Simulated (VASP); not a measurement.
Crystal: CdTe.

```
Cd Te
1.0
     0.00000    3.27996    3.27996
     3.27996    0.00000    3.27996
     3.27996    3.27996    0.00000
Cd Te
1 1
Direct
  0.00000 0.00000 0.00000
  0.25000 0.25000 0.25000
```

Base run:

| Item | Value |
| --- | --- |
| Program | VASP 6.6.1 |
| Functional | PBE-based screened hybrid with 75 % exact exchange |
| Potentials or basis | VASP PAW PBE potentials, release 64 (Cd, Te) |
| Cutoff | 520 eV |
| k mesh | 4 × 4 × 4 |
| Occupations | gaussian, width 0.01 eV |
| Spin | no spin polarisation |

Its results: band gap on the k mesh 2.53 eV; pressure -1.4 GPa.

Q: The run is repeated on the same cell with these changes: functional from PBE-based screened hybrid with 75 % exact exchange to PBE. What comes out?

A: Band gap on the k mesh 0.65 eV; pressure 1.3 GPa.

Caveats: spin-orbit coupling is left out, which moves the levels of the heavy elements; the PAW data sets were made with another functional, which shifts forces and pressure a little (at least some runs).

